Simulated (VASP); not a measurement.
# W (Pm-3m) in VASP: notebook

Runs on W. Level: PBE. Tasks: single point.

Program: VASP 6.6.1. These are calculated values, not measurements. Logs are shortened: lines on timing, memory, paths and dates and some standing lists are left out, and cuts for length are marked.

## (1) The cell of the first run

The structure is cubic, space group Pm-3m (No. 221). The conventional cell has a = 2.677 Å, b = 2.677 Å, c = 2.677 Å, α = 90.00°, β = 90.00°, γ = 90.00°. W (site symmetry m-3m) has 6 W at 2.68 Å within 3.5 Å.

## (2) Single point, PBE

File INCAR:

```
ALGO     = Normal         # electronic algorithm
EDIFF    = 1E-6           # SCF threshold, eV
ENCUT    = 520            # plane-wave cutoff, eV
GGA      = PE             # functional
ISIF     = 2              # what is computed and relaxed
ISMEAR   = -1             # smearing method
LASPH    = True           # aspherical terms in the spheres
LCHARG   = False          # write CHGCAR
LREAL    = False          # projectors in reciprocal space
LWAVE    = False          # write WAVECAR
NBANDS   = 13             # bands
NELM     = 100            # most SCF steps
PREC     = Accurate       # precision mode
SIGMA    = 0.06122561905347299 # smearing width, eV
```

File KPOINTS:

```
k-points
0
Gamma
  21 21 21
```

File POSCAR:

```
W
1.0
    2.6767568254      0.0000000000      0.0000000000
    0.0000000000      2.6767568254      0.0000000000
    0.0000000000      0.0000000000      2.6767568254
W
1
Direct
    0.0000000000      0.0000000000      0.0000000000
```

Potentials or basis: VASP PAW PBE potentials, release 64 (W_sv).

Run with:

```sh
> cat potpaw_PBE.64/W_sv/POTCAR > POTCAR
> mpirun -np 1 vasp_std > vasp.out
```

OUTCAR:

```text
EDIFF = 1E-6
   ENCUT = 520
   GGA = PE
   ISIF = 2
   ISMEAR = -1
   LASPH = True
   LREAL = False
   NELM = 100
   PREC = Accurate

 ion  position               nearest neighbor table
   1  0.000  0.000  0.000-

  LATTYP: Found a simple cubic cell.
 ALAT       =     2.6767568254

  Lattice vectors:

 A1 = (   2.6767568254,   0.0000000000,   0.0000000000)
 A2 = (   0.0000000000,   2.6767568254,   0.0000000000)
 A3 = (   0.0000000000,   0.0000000000,   2.6767568254)

Analysis of symmetry for initial positions (statically):
=====================================================================
 Subroutine PRICEL returns:
 Original cell was already a primitive cell.

 Routine SETGRP: Setting up the symmetry group for a
 simple cubic supercell.

 Subroutine GETGRP returns: Found 48 space group operations
 (whereof 48 operations were pure point group operations)
 out of a pool of 48 trial point group operations.

The static configuration has the point symmetry O_h .

Analysis of symmetry for dynamics (positions and initial velocities):
=====================================================================
 Subroutine PRICEL returns:
 Original cell was already a primitive cell.

 Routine SETGRP: Setting up the symmetry group for a
 simple cubic supercell.

 Subroutine GETGRP returns: Found 48 space group operations
 (whereof 48 operations were pure point group operations)
 out of a pool of 48 trial point group operations.

The dynamic configuration has the point symmetry O_h .

 Subroutine INISYM returns: Found 48 space group operations
 (whereof 48 operations are pure point group operations),
 and found     1 'primitive' translations

----------------------------------------------------------------------------------------

                                     Primitive cell

  volume of cell :      19.1790

  direct lattice vectors                    reciprocal lattice vectors
     2.676756825  0.000000000  0.000000000     0.373586420  0.000000000  0.000000000
     0.000000000  2.676756825  0.000000000     0.000000000  0.373586420  0.000000000
     0.000000000  0.000000000  2.676756825     0.000000000  0.000000000  0.373586420

  length of vectors
     2.676756825  2.676756825  2.676756825     0.373586420  0.373586420  0.373586420

  position of ions in fractional coordinates (direct lattice)
     0.000000000  0.000000000  0.000000000

  ion indices of the primitive-cell ions
   primitive index   ion index
                 1           1

----------------------------------------------------------------------------------------
[... 75 lines left out ...]
   NFREE  =      0    steps in history (QN), initial steepest desc. (CG)
   ISIF   =      2    stress and relaxation
   ISYM   =      2    0-nonsym 1-usesym 2-fastsym
   POTIM  = 0.5000    time-step for ionic-motion
   TEBEG  =    0.0;   TEEND  =   0.0 temperature during run
   PSTRESS=    0.0 pullay stress
   NELECT =      14.0000    total number of electrons
   NUPDOWN=      -1.0000    fix difference up-down
   EMIN   =  10.00;   EMAX   =-10.00  energy-range for DOS
   EFERMI =   0.00;   METHOD = LEGACY
   ISMEAR =    -1;   SIGMA  =   0.06  broadening in eV -4-tet -1-fermi 0-gaus
   EFERMI_NEDOS =   21; number of points for ismear=-14 and -15
   IALGO  =     38    algorithm
   IMIX   =      4    mixing-type and parameters
     AMIX     =   0.40;   BMIX     =  1.00
     AMIX_MAG =   1.60;   BMIX_MAG =  1.00
  volume/ion in A,a.u.               =      19.18       129.43
  Fermi-wavevector in a.u.,A,eV,Ry     =   1.474038  2.785527 29.562564  2.172787
  Thomas-Fermi vector in A             =   2.588858
   LORBIT       =      0    0 simple, 1 ext, 2 COOP (PROOUT), +10 PAW based schemes
   GGA     = PE    functional components
   LHFCALC =     F    Hartree Fock is set to
   AEXX    =    0.0000 exact exchange contribution
   IVDW    =     0    specifies the selected vdW correction
   LEPSILON=     F    determine dielectric tensor
   LRPA    =     F    only Hartree local field effects (RPA)
 non-spin polarized calculation
  energy-cutoff  :      520.00
  volume of cell :       19.18
 maximum number of plane-waves:       535
 NGX is ok and might be reduce to    20
   NGX =  9   NGY =  9   NGZ =  9

 number of electron      13.9999994 magnetization

 Free energy of the ion-electron system (eV)
  ---------------------------------------------------
  ext. energy  EPLUGINS =         0.00000000
  ---------------------------------------------------
  free energy    TOTEN  =       -11.49240708 eV

  energy without entropy =      -11.47802666  energy(sigma->0) =      -11.48521687

 E-fermi :   8.7758     XC(G=0): -12.4453

 val. band max:        8.7712325502   @ k =   0.3333   0.3333   0.1905
 cond. band min:       8.7768207253   @ k =   0.4286   0.2857   0.0952
 fundamental gap:      0.0055881751
 Fermi energy:         8.7758353714

 k-point     1 :       0.0000    0.0000    0.0000
  band No.  band energies     occupation
      1     -65.3663      2.00000
      2     -29.0356      2.00000
      3     -29.0356      2.00000
      4     -29.0356      2.00000
      5       0.4530      2.00000
      6       4.6980      2.00000
      7       4.6980      2.00000
      8      13.1855      0.00000
      9      13.1855      0.00000
     10      13.1855      0.00000
     11      23.0314      0.00000
     12      23.0314      0.00000
     13      23.0314      0.00000
[... 354 lines left out ...]
  band No.  band energies     occupation
      1     -65.3345      2.00000
      2     -29.3908      2.00000
      3     -29.1046      2.00000
      4     -28.9963      2.00000
      5       1.7307      2.00000
      6       5.1835      2.00000
      7       5.9288      2.00000
      8      11.2699      0.00000
      9      11.8119      0.00000
     10      12.9085      0.00000
     11      19.9314      0.00000
     12      23.4649      0.00000
     13      25.6520      0.00000

 [... further k-points ...]
[... 5 lines left out ...]
  --------------------------------------------------------------------------------------
  -------------------------------------------------------------------------------------
  Total       -0.9760646     -0.9760646     -0.9760646      0.0000000      0.0000000      0.0000000
  in kB      -81.5384357    -81.5384357    -81.5384357      0.0000000      0.0000000      0.0000000
  external PRESSURE =     -81.5384357 kB  Pullay stress =       0.0000000 kB

 VOLUME and BASIS-vectors are now :
 -----------------------------------------------------------------------------
  energy-cutoff  :      520.00
  volume of cell :       19.18
      direct lattice vectors                 reciprocal lattice vectors
     2.676756825  0.000000000  0.000000000     0.373586420  0.000000000  0.000000000
     0.000000000  2.676756825  0.000000000     0.000000000  0.373586420  0.000000000
     0.000000000  0.000000000  2.676756825     0.000000000  0.000000000  0.373586420

 POSITION                                       TOTAL-FORCE (eV/Angst)
 -----------------------------------------------------------------------------------
      0.00000      0.00000      0.00000         0.000000      0.000000      0.000000
 -----------------------------------------------------------------------------------
    total drift:                                0.000000      0.000000      0.000000

  FREE ENERGIE OF THE ION-ELECTRON SYSTEM (eV)
  ---------------------------------------------------
  free  energy   TOTEN  =       -11.4924070767 eV

  energy  without entropy=      -11.4780266582  energy(sigma->0) =      -11.48521687
```

OSZICAR:

```text
N       E                     dE             d eps       ncg     rms          rms(c)
DAV:   1     0.885888352998E+02    0.88589E+02   -0.74860E+03  7476   0.119E+03
DAV:   2    -0.101216655957E+02   -0.98711E+02   -0.94396E+02  8391   0.312E+02
DAV:   3    -0.119422194977E+02   -0.18206E+01   -0.18100E+01  8386   0.415E+01
DAV:   4    -0.119523581457E+02   -0.10139E-01   -0.10138E-01  8311   0.342E+00
DAV:   5    -0.119524722529E+02   -0.11411E-03   -0.11411E-03  8481   0.344E-01    0.159E+01
DAV:   6    -0.115713810931E+02    0.38109E+00   -0.39045E-01  7646   0.755E+00    0.630E+00
DAV:   7    -0.114949563254E+02    0.76425E-01   -0.15921E-01  8076   0.460E+00    0.531E-01
DAV:   8    -0.114924164080E+02    0.25399E-02   -0.43592E-03  7721   0.831E-01    0.373E-02
DAV:   9    -0.114924138120E+02    0.25960E-05   -0.80728E-05  8946   0.116E-01    0.360E-02
DAV:  10    -0.114924072239E+02    0.65882E-05   -0.17374E-05  8086   0.526E-02    0.442E-03
DAV:  11    -0.114924070767E+02    0.14720E-06   -0.30933E-07  5058   0.666E-03
   1 F= -.11492407E+02 E0= -.11485217E+02  d E =-.143804E-01
```

Wall time 15 s (1 thread of Intel Xeon 6975P-C (Granite Rapids), shared host); peak memory 0.18 GiB.

Results:

```
Free energy            : -11.4924 eV
Pressure               : -8.2 GPa
Band gap on the k mesh : zero (band 7 reaches 10.55 eV, above the bottom of band 8 at 7.86 eV)
```

Levels at points of the mesh, in eV from the Fermi level:
```
           k point  band 4  band 5  band 6  band 7  band 8  band 9  band 10  band 11
(0.00, 0.00, 0.00)  -37.81   -8.32   -4.08   -4.08    4.41    4.41     4.41    14.26
```

Caveat: spin-orbit coupling is left out, which moves the levels of the heavy elements.

## (3) Single point, PBE

File INCAR:

```
SYSTEM = W
PREC = Accurate
ENCUT = 520
EDIFF = 1E-6
ISMEAR = -1
SIGMA = 0.06122561905347299
LREAL = .False.
LASPH = .True.
NELM = 60
ALGO = Normal
ISIF = 2
LWAVE = .False.
LCHARG = .False.
GGA = PE
NBANDS = 13
```

File KPOINTS:

```
regular mesh
0
Gamma
  21 21 21
  0 0 0
```

POSCAR is that of step 2.

Potentials or basis: VASP PAW PBE potentials, release 64 (W_sv).

Run with:

```sh
> cat potpaw_PBE.64/W_sv/POTCAR > POTCAR
> mpirun -np 1 vasp_std > vasp.out
```

Wall time 16 s (1 thread of Intel Xeon 6975P-C (Granite Rapids), shared host); peak memory 0.18 GiB.

It converged, with:

- Free energy: -11.4924 eV
- Pressure: -8.2 GPa
- Band gap on the k mesh: zero (band 7 reaches 10.55 eV, above the bottom of band 8 at 7.86 eV)

Levels at points of the mesh, in eV from the Fermi level:
```
           k point  band 4  band 5  band 6  band 7  band 8  band 9  band 10  band 11
(0.00, 0.00, 0.00)  -37.81   -8.32   -4.08   -4.08    4.41    4.41     4.41    14.26
```

Caveat: spin-orbit coupling is left out, which moves the levels of the heavy elements.
